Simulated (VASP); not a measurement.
**LaHfO: relaxation of cell and atoms with PBE**

LaHfO:

```
La Hf O
1.0
     3.70000    0.00000    0.00000
    -1.85000    3.20429    0.00000
     0.00000    0.00000    9.57000
La Hf O
2 2 2
Direct
  0.33333 0.66667 0.33500
  0.66667 0.33333 0.66500
  0.33333 0.66667 0.88000
  0.66667 0.33333 0.12000
  0.66667 0.33333 0.40800
  0.33333 0.66667 0.59200
```

| Item | Value |
| --- | --- |
| Program | VASP 6.6.1 |
| Task | relaxation of cell and atoms |
| Functional | PBE |
| Potentials or basis | VASP PAW PBE potentials, release 64 (La, Hf_pv, O) |
| Cutoff | 600 eV |
| k mesh | 5 × 5 × 2 |
| Occupations | gaussian, width 0.2 eV |
| Spin | no spin polarisation |
| Dipole correction | no |
| Further INCAR settings | ALGO = Normal; EDIFF = 1e-06; IBRION = 2; EDIFFG = -0.08; NSW = 36; ISIF = 3 |

```json
{"Relaxed volume": "23.73 Å³/atom", "Relaxed cell": "a = 3.765 Å, b = 3.765 Å, c = 11.599 Å, α = 90.00°, β = 90.00°, γ = 120.00°", "Space group after relaxing (to 0.1 Å)": "P-3m1 (No. 164)", "Energy gained by relaxing": "545.6 meV/atom", "Ionic steps": "22", "Pressure after relaxing": "0.2 GPa", "Largest force after relaxing": "0.076 eV/Å", "Band gap on the k mesh": "zero (bands 27 and 28 overlap by 0.57 eV)"}
```

Forces in eV/Å, atoms in the order of the input:
```
La   0.000  0.000  0.076
La   0.000  0.000 -0.076
Hf   0.000  0.000 -0.051
Hf   0.000  0.000  0.051
O    0.000  0.000 -0.054
O    0.000  0.000  0.054
```

Stress tensor (GPa, compression positive):
```
0.09 0.00 0.00
0.00 0.09 0.00
0.00 0.00 0.31
```

The path:
```csv
step,energy change (eV),largest force (eV/Å),pressure (GPa),volume (Å³)
1,0.0000,4.1538,18.62,113.46
2,-2.0963,1.7162,-8.00,153.48
3,-2.2680,2.1343,-4.25,143.45
4,-2.8906,0.3498,-0.28,140.97
5,-2.8909,0.2940,-0.38,141.02
6,-3.0211,0.3628,0.88,139.71
7,-3.0914,0.7889,4.62,136.50
8,-3.1043,0.6719,3.59,137.33
9,-3.1721,0.5853,2.25,139.51
10,-3.2131,0.3510,-0.75,144.88
11,-3.2205,0.3614,0.08,143.30
12,-3.2272,0.3250,-0.03,143.40
13,-3.2402,0.2068,-0.36,143.69
14,-3.2347,0.4679,-0.91,144.28
15,-3.2430,0.2240,-0.58,143.91
16,-3.2498,0.2398,-0.15,143.18
17,-3.2554,0.3401,0.85,141.55
18,-3.2600,0.2970,0.78,141.57
19,-3.2694,0.1693,0.67,141.61
20,-3.2639,0.2027,0.52,141.70
21,-3.2713,0.0892,0.61,141.64
22,-3.2735,0.0756,0.16,142.38
```

Final structure:
```cif
data_structure
_symmetry_space_group_name_H-M 'P 1'
_symmetry_Int_Tables_number 1
_cell_length_a 3.7649
_cell_length_b 3.7649
_cell_length_c 11.5993
_cell_angle_alpha 90.000
_cell_angle_beta 90.000
_cell_angle_gamma 120.000
_cell_volume 142.38
loop_
_atom_site_label
_atom_site_type_symbol
_atom_site_fract_x
_atom_site_fract_y
_atom_site_fract_z
_atom_site_occupancy
La1 La 0.33333 0.66667 0.35511 1
La2 La 0.66667 0.33333 0.64489 1
Hf1 Hf 0.33333 0.66667 0.90853 1
Hf2 Hf 0.66667 0.33333 0.09147 1
O1 O 0.66667 0.33333 0.41828 1
O2 O 0.33333 0.66667 0.58172 1
```

Levels at points of the mesh, in eV from the Fermi level:
```
           k point  band 25  band 26  band 27  band 28  band 29  band 30
(0.00, 0.00, 0.00)    -0.73    -0.57     0.34     0.34     0.43     0.43
(0.00, 0.00, 0.50)    -1.02    -0.10     0.34     0.34     0.43     0.43
```

Wall time 9.7 min on 1 thread of Intel(R) Xeon(R) 6975P-C (Granite Rapids), with other jobs on the host, peak memory 0.33 GiB.

Caveat: the k points lie up to 0.39 Å⁻¹ apart in the final cell, too coarse for converged energies and pressures of a metal; the volume moved by over 15 % at a fixed basis, so the end points are rough; spin-orbit coupling is left out, which moves the levels of the heavy elements; the relaxation stopped at a loose force limit of 0.08 eV/Å, so its end isn't a converged minimum.
